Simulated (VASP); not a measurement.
A run of VASP 6.6.1 is set up as follows.

File INCAR:

```
SYSTEM = Be4Se
  PREC = Accurate
  ENCUT = 600
  EDIFF = 1E-6
  ISMEAR = 0
  SIGMA = 0.1
  LREAL = .FALSE.
  LASPH = .TRUE.
  NELM = 60
  ALGO = Normal
  ISIF = 3
  LWAVE = .FALSE.
  LCHARG = .FALSE.
  GGA = PE
  IBRION = 2
  NSW = 100
  EDIFFG = -0.01
```

The input KPOINTS:

```
Automatic mesh
0
G
  10 10 10
  0 0 0
```

File POSCAR:

```
Be4Se
1.0
    4.2610056836      0.0000000000      0.0000000000
    0.0000000000      4.2610056836      0.0000000000
    0.0000000000      0.0000000000      4.2610056836
Be Se
4 1
Direct
    0.0000000000      0.0000000000      0.0000000000
    0.5000000000      0.5000000000      0.0000000000
    0.5000000000      0.0000000000      0.5000000000
    0.0000000000      0.5000000000      0.5000000000
    0.5000000000      0.5000000000      0.5000000000
```

Potentials or basis: VASP PAW PBE potentials, release 64 (Be, Se).

Launch:

```sh
$ cat potpaw_PBE.64/Be/POTCAR potpaw_PBE.64/Se/POTCAR > POTCAR
$ mpirun -np 1 vasp_std > vasp.out
```

(1) Predict the relaxed cell.

(2) Predict the relaxed volume.

(3) Estimate the band gap on the k mesh.

Answers

(1) a = 4.246 Å, b = 4.246 Å, c = 4.246 Å, α = 90.00°, β = 90.00°, γ = 90.00°.

(2) 15.31 Å³/atom.

(3) zero (band 7 reaches 4.67 eV, above the bottom of band 8 at 3.00 eV).
